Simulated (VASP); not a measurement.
# GaN (Pmc2_1) in VASP: notebook

The runs below take GaN through single point, with PBE.

All numbers are computed with VASP 6.6.1; they aren't measurements. Logs are shortened: lines on timing, memory, paths and dates and some standing lists are left out, and cuts for length are marked.

## (1) The cell of the first run

Symmetry: Pmc2_1, No. 26, orthorhombic system. The conventional cell has a = 3.219 Å, b = 5.575 Å, c = 5.243 Å, α = 90.00°, β = 90.00°, γ = 90.00°. Ga (site symmetry m) has 4 N at 1.95 to 2.02 Å within 2.6 Å. Ga (site symmetry m) has 4 N at 1.93 to 1.98 Å within 2.6 Å. Within 2.6 Å of N (site symmetry m) lie 4 Ga at 1.97 to 2.02 Å. N (site symmetry m) has 4 Ga at 1.93 to 1.98 Å within 2.6 Å.

## (2) Single point, PBE (mode 11 frozen in at -0.032 Å and mode 13 at +0.020 Å (largest displacements))

INCAR reads:

```
  ALGO = Normal
  EDIFF = 1E-6
  ENCUT = 520
  GGA = PE
  ISIF = 2
  ISMEAR = 0
  LASPH = T
  LCHARG = F
  LREAL = F
  LWAVE = F
  NBANDS = 46
  NELM = 60
  PREC = Accurate
  SIGMA = 0.05
```

KPOINTS reads:

```
k-points
0
Gamma
  8 6 6
```

POSCAR reads:

```
GaN
1.0
   -3.2185392732      0.0000000000      0.0000000000
    0.0000000000      0.0000000000     -5.2433778863
    0.0000000001     -5.5746735474      0.0000000000
Ga N
4 4
Direct
    0.5000000000      0.0037984567      0.1720261593
    0.0000000000     -0.0005698286      0.6613060643
    0.0000000000      0.4994301714      0.3386939357
    0.5000000000      0.5037984567      0.8279738407
    0.5000000000      0.6194507026      0.1675692392
    0.0000000000      0.6213464858      0.6657570602
    0.0000000000      0.1213464858      0.3342429398
    0.5000000000      0.1194507026      0.8324307608
```

Potentials or basis: VASP PAW PBE potentials, release 64 (Ga_d, N).

Launch:

```bash
cat potpaw_PBE.64/Ga_d/POTCAR potpaw_PBE.64/N/POTCAR > POTCAR
mpirun -np 1 vasp_std > vasp.out
```

OUTCAR:

```text
EDIFF = 1E-6
   ENCUT = 520
   GGA = PE
   ISIF = 2
   ISMEAR = 0
   LASPH = T
   LREAL = F
   NELM = 60
   PREC = Accurate

 ion  position               nearest neighbor table
   1  0.500  0.004  0.172-   7 1.95   7 1.95   8 1.99   5 2.02
   2  0.000  0.999  0.661-   7 1.93   8 1.97   8 1.97   6 1.98
   3  0.000  0.499  0.339-   6 1.93   5 1.97   5 1.97   7 1.98
   4  0.500  0.504  0.828-   6 1.95   6 1.95   5 1.99   8 2.02
   5  0.500  0.619  0.168-   3 1.97   3 1.97   4 1.99   1 2.02
   6  0.000  0.621  0.666-   3 1.93   4 1.95   4 1.95   2 1.98
   7  0.000  0.121  0.334-   2 1.93   1 1.95   1 1.95   3 1.98
   8  0.500  0.119  0.832-   2 1.97   2 1.97   1 1.99   4 2.02

  LATTYP: Found a simple orthorhombic cell.
 ALAT       =     3.2185392732
 B/A-ratio  =     1.6291172613
 C/A-ratio  =     1.7320508076

  Lattice vectors:

 A1 = (  -3.2185392732,   0.0000000000,   0.0000000000)
 A2 = (   0.0000000000,   0.0000000000,  -5.2433778863)
 A3 = (   0.0000000001,  -5.5746735474,   0.0000000000)

Analysis of symmetry for initial positions (statically):
=====================================================================
 Subroutine PRICEL returns:
 Original cell was already a primitive cell.

 Routine SETGRP: Setting up the symmetry group for a
 simple orthorhombic supercell.

 Subroutine GETGRP returns: Found  4 space group operations
 (whereof  2 operations were pure point group operations)
 out of a pool of  8 trial point group operations.

The static configuration has the point symmetry C_1h.
 The point group associated with its full space group is C_2v.

Analysis of symmetry for dynamics (positions and initial velocities):
=====================================================================
 Subroutine PRICEL returns:
 Original cell was already a primitive cell.

 Routine SETGRP: Setting up the symmetry group for a
 simple orthorhombic supercell.

 Subroutine GETGRP returns: Found  4 space group operations
 (whereof  2 operations were pure point group operations)
 out of a pool of  8 trial point group operations.

The dynamic configuration has the point symmetry C_1h.
 The point group associated with its full space group is C_2v.

 Subroutine INISYM returns: Found  4 space group operations
 (whereof  2 operations are pure point group operations),
 and found     1 'primitive' translations

----------------------------------------------------------------------------------------

                                     Primitive cell

  volume of cell :      94.0783

  direct lattice vectors                    reciprocal lattice vectors
    -3.218539273  0.000000000  0.000000000    -0.310699953 -0.000000000  0.000000000
     0.000000000  0.000000000 -5.243377886     0.000000000  0.000000000 -0.190716752
     0.000000000 -5.574673547  0.000000000     0.000000000 -0.179382701  0.000000000

  length of vectors
     3.218539273  5.243377886  5.574673547     0.310699953  0.190716752  0.179382701

  position of ions in fractional coordinates (direct lattice)
     0.500000000  0.003798457  0.172026159
     0.000000000  0.999430171  0.661306064
     0.000000000  0.499430171  0.338693936
     0.500000000  0.503798457  0.827973841
     0.500000000  0.619450703  0.167569239
     0.000000000  0.621346486  0.665757060
     0.000000000  0.121346486  0.334242940
     0.500000000  0.119450703  0.832430761

  ion indices of the primitive-cell ions
   primitive index   ion index
                 1           1
                 2           2
                 3           3
                 4           4
                 5           5
                 6           6
                 7           7
                 8           8

----------------------------------------------------------------------------------------

 KPOINTS: k-points

Automatic generation of k-mesh.
 Grid dimensions read from file:
 generate k-points for:    8    6    6

 Generating k-lattice:

  Cartesian coordinates                     Fractional coordinates (reciprocal lattice)
    -0.038837494 -0.000000000  0.000000000     0.125000000  0.000000000  0.000000000
     0.000000000  0.000000000 -0.031786125     0.000000000  0.166666667  0.000000000
     0.000000000 -0.029897117  0.000000000     0.000000000  0.000000000  0.166666667

  Length of vectors
     0.038837494  0.031786125  0.029897117

  Shift w.r.t. Gamma in fractional coordinates (k-lattice)
     0.000000000  0.000000000  0.000000000

 Subroutine IBZKPT returns following result:
 ===========================================

 Found     80 irreducible k-points:

 Following reciprocal coordinates:
            Coordinates               Weight
  0.000000  0.000000  0.000000      1.000000
  0.125000  0.000000  0.000000      2.000000
  0.250000  0.000000  0.000000      2.000000
  0.375000  0.000000 -0.000000      2.000000
  0.500000  0.000000  0.000000      1.000000
  0.000000  0.166667  0.000000      2.000000
[... 16 lines left out ...]
  0.250000  0.000000  0.166667      4.000000
  0.375000  0.000000  0.166667      4.000000
 [... further k-points ...]
   k-points           NKPTS =     80   k-points in BZ     NKDIM =     80   number of bands    NBANDS=     46
   number of dos      NEDOS =    301   number of ions     NIONS =      8
   total plane-waves  NPLWV =  40320
   dimension x,y,z NGX =    24 NGY =   40 NGZ =   42
   dimension x,y,z NGXF=    48 NGYF=   80 NGZF=   84
   ions per type =               4   4
   NGX,Y,Z   is equivalent  to a cutoff of  12.40, 12.68, 12.53 a.u.
   NGXF,Y,Z  is equivalent  to a cutoff of  24.79, 25.36, 25.05 a.u.
 SYSTEM =  unknown system
   PREC   = accura    normal or accurate (medium, high low for compatibility)
   ISTART =      0    job   : 0-new  1-cont  2-samecut
   ICHARG =      2    charge: 1-file 2-atom 10-const
   ISPIN  =      1    spin polarized calculation?
   LNONCOLLINEAR =      F non collinear calculations
   LSORBIT =      F    spin-orbit coupling
   LASPH  =      T    aspherical Exc in radial PAW
   ENCUT  =  520.0 eV  38.22 Ry    6.18 a.u.   5.98  9.75 10.37*2*pi/ulx,y,z
   NELM   =     60;   NELMIN=  2; NELMDL= -5     # of ELM steps
   EDIFF  = 0.1E-05   stopping-criterion for ELM
   LREAL  =      F    real-space projection
   EDIFFG = 0.1E-04   stopping-criterion for IOM
   NSW    =      0    number of steps for IOM
   IBRION =     -1    ionic relax: 0-MD 1-quasi-New 2-CG
   NFREE  =      0    steps in history (QN), initial steepest desc. (CG)
   ISIF   =      2    stress and relaxation
   ISYM   =      2    0-nonsym 1-usesym 2-fastsym
   POTIM  = 0.5000    time-step for ionic-motion
   TEBEG  =    0.0;   TEEND  =   0.0 temperature during run
   PSTRESS=    0.0 pullay stress
   NELECT =      72.0000    total number of electrons
   NUPDOWN=      -1.0000    fix difference up-down
   EMIN   =  10.00;   EMAX   =-10.00  energy-range for DOS
   EFERMI =   0.00;   METHOD = LEGACY
   ISMEAR =     0;   SIGMA  =   0.05  broadening in eV -4-tet -1-fermi 0-gaus
   EFERMI_NEDOS =   21; number of points for ismear=-14 and -15
   IALGO  =     38    algorithm
   IMIX   =      4    mixing-type and parameters
     AMIX     =   0.40;   BMIX     =  1.00
     AMIX_MAG =   1.60;   BMIX_MAG =  1.00
  volume/ion in A,a.u.               =      11.76        79.36
  Fermi-wavevector in a.u.,A,eV,Ry     =   1.497462  2.829793 30.509608  2.242393
  Thomas-Fermi vector in A             =   2.609347
   LORBIT       =      0    0 simple, 1 ext, 2 COOP (PROOUT), +10 PAW based schemes
   GGA     = PE    functional components
   LHFCALC =     F    Hartree Fock is set to
   AEXX    =    0.0000 exact exchange contribution
   IVDW    =     0    specifies the selected vdW correction
   LEPSILON=     F    determine dielectric tensor
   LRPA    =     F    only Hartree local field effects (RPA)
 non-spin polarized calculation
 Gauss-broadening in eV      SIGMA  =   0.05
  energy-cutoff  :      520.00
  volume of cell :       94.08
 maximum number of plane-waves:      2568
 NGX is ok and might be reduce to    24
   NGX = 11   NGY = 19   NGZ = 21

 number of electron      72.0000022 magnetization

 Free energy of the ion-electron system (eV)
  ---------------------------------------------------
  ext. energy  EPLUGINS =         0.00000000
  ---------------------------------------------------
  free energy    TOTEN  =       -48.59565515 eV

  energy without entropy =      -48.59565515  energy(sigma->0) =      -48.59565515

 E-fermi :   5.2814     XC(G=0): -11.5137

 val. band max:        5.0251023574   @ k =   0.0000   0.0000   0.0000
 cond. band min:       6.7214906187   @ k =   0.0000   0.0000   0.0000
 fundamental gap:      1.6963882613
 Fermi energy:         5.2814456719

 k-point     1 :       0.0000    0.0000    0.0000
  band No.  band energies     occupation
      1     -10.7746      2.00000
      2     -10.0926      2.00000
      3      -9.7512      2.00000
      4      -9.7306      2.00000
      5      -8.4143      2.00000
      6      -8.4132      2.00000
[... 38 lines left out ...]
     45      14.7319      0.00000
     46      15.0698      0.00000

 k-point     2 :       0.1250    0.0000    0.0000
  band No.  band energies     occupation
      1     -10.6713      2.00000
      2     -10.0627      2.00000
      3      -9.7271      2.00000
      4      -9.7266      2.00000
      5      -8.4093      2.00000
      6      -8.3979      2.00000
[... 38 lines left out ...]
     45      14.7911      0.00000
     46      14.9965      0.00000

 k-point     3 :       0.2500    0.0000    0.0000
  band No.  band energies     occupation
      1     -10.4198      2.00000
      2      -9.9980      2.00000
      3      -9.7214      2.00000
      4      -9.6756      2.00000
      5      -8.4012      2.00000
      6      -8.3719      2.00000
[... 1018 lines left out ...]
     45      14.3822      0.00000
     46      14.9415      0.00000

 k-point    24 :       0.3750    0.0000    0.1667
  band No.  band energies     occupation
      1     -10.1681      2.00000
      2      -9.9456      2.00000
      3      -9.7263      2.00000
      4      -9.6341      2.00000
      5      -8.3963      2.00000
      6      -8.3585      2.00000
[... 38 lines left out ...]
     45      14.4593      0.00000
     46      14.6259      0.00000

 [... further k-points ...]
[... 5 lines left out ...]
  --------------------------------------------------------------------------------------
  -------------------------------------------------------------------------------------
  Total        0.5330590      0.5458266     -0.6040198     -0.0000000      0.0000000      0.0000000
  in kB        9.0781313      9.2955664    -10.2866112     -0.0000000      0.0000000      0.0000000
  external PRESSURE =       2.6956955 kB  Pullay stress =       0.0000000 kB

 VOLUME and BASIS-vectors are now :
 -----------------------------------------------------------------------------
  energy-cutoff  :      520.00
  volume of cell :       94.08
      direct lattice vectors                 reciprocal lattice vectors
    -3.218539273  0.000000000  0.000000000    -0.310699953 -0.000000000  0.000000000
     0.000000000  0.000000000 -5.243377886     0.000000000  0.000000000 -0.190716752
     0.000000000 -5.574673547  0.000000000     0.000000000 -0.179382701  0.000000000

 POSITION                                       TOTAL-FORCE (eV/Angst)
 -----------------------------------------------------------------------------------
     -1.60927     -0.95899     -0.01992        -0.000000      0.700907      0.486311
      0.00000     -3.68657     -5.24039         0.000000     -0.729662     -0.004223
      0.00000     -1.88811     -2.61870        -0.000000      0.729662     -0.004223
     -1.60927     -4.61568     -2.64161         0.000000     -0.700907      0.486311
     -1.60927     -0.93414     -3.24801        -0.000000      0.007348     -0.242807
      0.00000     -3.71138     -3.25795         0.000000     -0.048604     -0.239281
      0.00000     -1.86330     -0.63627        -0.000000      0.048604     -0.239281
     -1.60927     -4.64053     -0.62633         0.000000     -0.007348     -0.242807
 -----------------------------------------------------------------------------------
    total drift:                               -0.000000     -0.000026     -0.001333

  FREE ENERGIE OF THE ION-ELECTRON SYSTEM (eV)
  ---------------------------------------------------
  free  energy   TOTEN  =       -48.5956551478 eV

  energy  without entropy=      -48.5956551478  energy(sigma->0) =      -48.59565515
```

It took 5 min on 1 thread of Intel Xeon Platinum 8488C (Sapphire Rapids), shared host; peak memory 0.36 GiB.

Results:

- Free energy: -48.5957 eV
- Pressure: 0.3 GPa
- Largest force: 0.853 eV/Å
- Band gap on the k mesh: 1.70 eV

Forces on the atoms (eV/Å):
```
Ga   0.000  0.701  0.486
Ga   0.000 -0.730 -0.004
Ga   0.000  0.730 -0.004
Ga   0.000 -0.701  0.486
N    0.000  0.007 -0.243
N    0.000 -0.049 -0.239
N    0.000  0.049 -0.239
N    0.000 -0.007 -0.243
```

Caveat: the cell differs from its parent crystal (mode 11 frozen in at -0.032 Å and mode 13 at +0.020 Å (largest displacements)).

[end of part 1 of 2]
